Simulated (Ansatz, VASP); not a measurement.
Si: VASP beside Ansatz

INCAR

```
SYSTEM = Si
PREC = Accurate
ENCUT = 520
EDIFF = 1E-6
ISMEAR = 0
SIGMA = 0.15
LREAL = .False.
LASPH = .True.
NELM = 60
ALGO = Fast
ISIF = 2
LWAVE = .False.
LCHARG = .False.
GGA = PE
NBANDS = 26
```

File KPOINTS:

```
regular mesh
0
Gamma
  10 10 10
  0 0 0
```

Contents of POSCAR:

```
Si
1.0
   -3.2557624653      3.2557624653      3.3892487264
    3.2557624653     -3.2557624653      3.3892487264
    3.2557624653      3.2557624653     -3.3892487264
Si
8
Direct
    0.2028545115      0.2028545115      0.2028545115
    0.5000000000      0.0000000000      0.2971454885
    0.2971454885      0.5000000000      0.0000000000
    0.0000000000      0.2971454885      0.5000000000
    0.7971454885      0.7971454885      0.7971454885
    0.5000000000      0.0000000000      0.7028545115
    0.7028545115      0.5000000000      0.0000000000
    0.0000000000      0.7028545115      0.5000000000
```

Input for Ansatz:

```yaml
crystal:
  lattice:
    - [-3.2557624653, 3.2557624653, 3.3892487264]
    - [3.2557624653, -3.2557624653, 3.3892487264]
    - [3.2557624653, 3.2557624653, -3.3892487264]
  atoms:
    - { symbol: Si, position: [0.2028545115, 0.2028545115, 0.2028545115] }
    - { symbol: Si, position: [0.5, 0.0, 0.2971454885] }
    - { symbol: Si, position: [0.2971454885, 0.5, 0.0] }
    - { symbol: Si, position: [0.0, 0.2971454885, 0.5] }
    - { symbol: Si, position: [0.7971454885, 0.7971454885, 0.7971454885] }
    - { symbol: Si, position: [0.5, 0.0, 0.7028545115] }
    - { symbol: Si, position: [0.7028545115, 0.5, 0.0] }
    - { symbol: Si, position: [0.0, 0.7028545115, 0.5] }
basis:
  ecutwfc: 420
kpoints:
  mp_grid: { grid: [10, 10, 10] }
hamiltonian:
  xc: pbe
  pseudopotentials: { kind: paw, azcp: { folder: soft_1 } }
scf:
  occupations: { method: gaussian, width: 0.15 }
output:
  forces: true
  stress: true
  eigenvalues: true
```

Alike in both runs: task single point; functional PBE; k mesh 10 × 10 × 10; occupations gaussian, width 0.15 eV; no spin polarisation.

|  | VASP | Ansatz |
| --- | --- | --- |
| version | VASP 6.6.1 | Ansatz 0.2.0 |
| potentials or method | VASP PAW PBE potentials, release 64 (Si), cutoff 520 eV | scalar-relativistic, plane waves, PAW |
| valence electrons in the cell | 32 | 32 |

|  | VASP | Ansatz | Ansatz less VASP |
| --- | --- | --- | --- |
| gap on the k mesh at the Fermi level (eV) | none | none | - |
| pressure (GPa) | 2.7 | 2.8 | +0.08 |
| traceless stress, the component that is largest in VASP (GPa) | -4.21 | -4.20 | +0.006 |
| rms of the force components (eV/Å) | 0.167 | 0.168 | +0.0010 |

Atom by atom the forces differ by 0.001 eV/Å (rms over components). A gap of «none» marks a metal or a gap that the smearing closes.
